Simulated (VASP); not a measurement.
Runs of VASP 6.6.1 on MgO. The structure is that of space group P6_3/mmc (No. 194), or close to it. The cells are those of the table. 

```tsv
level	cell	k mesh	gap on the mesh (eV)	pressure (GPa)
r2SCAN	a = 3.484, b = 3.484, c = 4.185 Å, angles 90.0, 90.0, 120.0°, 4 atoms	9 × 9 × 6	4.08	-0.8
PBE	a = 3.484, b = 3.484, c = 4.185 Å, angles 90.0, 90.0, 120.0°, 4 atoms	12 × 12 × 6	3.43	4.0
r2SCAN	a = 3.449, b = 3.449, c = 4.143 Å, angles 90.0, 90.0, 120.0°, 4 atoms	9 × 9 × 6	4.24	3.7
PBE	a = 3.555, b = 3.555, c = 4.281 Å, angles 90.0, 90.0, 120.0°, 4 atoms	9 × 9 × 6	(b)	-4.0
r2SCAN	a = 3.552, b = 3.552, c = 4.267 Å, angles 90.0, 90.0, 120.0°, 4 atoms	9 × 9 × 6	(a)	-7.9
```

Alike in all rows: task single point; potentials or basis VASP PAW PBE potentials, release 64 (Mg, O); no spin polarisation; cutoff (eV) 520; smearing gaussian 0.01 eV.

Question: Estimate the missing entries.

Answer: (a) 3.77; (b) 3.11.

Caveats: the PAW data sets were made with another functional, which shifts forces and pressure a little (some runs).

A k mesh can miss the band edges.
